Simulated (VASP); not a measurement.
Input of a VASP 6.6.1 run:

The input INCAR:

```
SYSTEM = TiNi
  PREC = Accurate
  ENCUT = 520
  EDIFF = 1E-7
  ISMEAR = 0
  SIGMA = 0.1
  LREAL = .FALSE.
  LASPH = .TRUE.
  NELM = 100
  ALGO = Normal
  ISIF = 2
  LWAVE = .FALSE.
  LCHARG = .TRUE.
  GGA = CA
  LELF = .TRUE.
  LVHAR = .TRUE.
  NBANDS = 18
```

The input KPOINTS:

```
regular mesh
0
G
  14 14 14
  0 0 0
```

The input POSCAR:

```
TiNi
1.0
    2.9383464779      0.0000000000      0.0000000000
    0.0000000000      2.9383464779      0.0000000000
    0.0000000000      0.0000000000      2.9383464779
Ti Ni
1 1
Direct
    0.5000000000      0.5000000000      0.5000000000
    0.0000000000      0.0000000000      0.0000000000
```

Potentials or basis: VASP PAW LDA potentials, release 64 (Ti_sv, Ni).

Command:

```bash
$ cat potpaw_LDA.64/Ti_sv/POTCAR potpaw_LDA.64/Ni/POTCAR > POTCAR
$ mpirun -np 1 vasp_std > vasp.out
```

(1) Predict the band gap on the k mesh.

(2) Predict the pressure.

Answers

(1) zero (bands 11 and 12 overlap by 1.98 eV).

(2) 0.0 GPa.
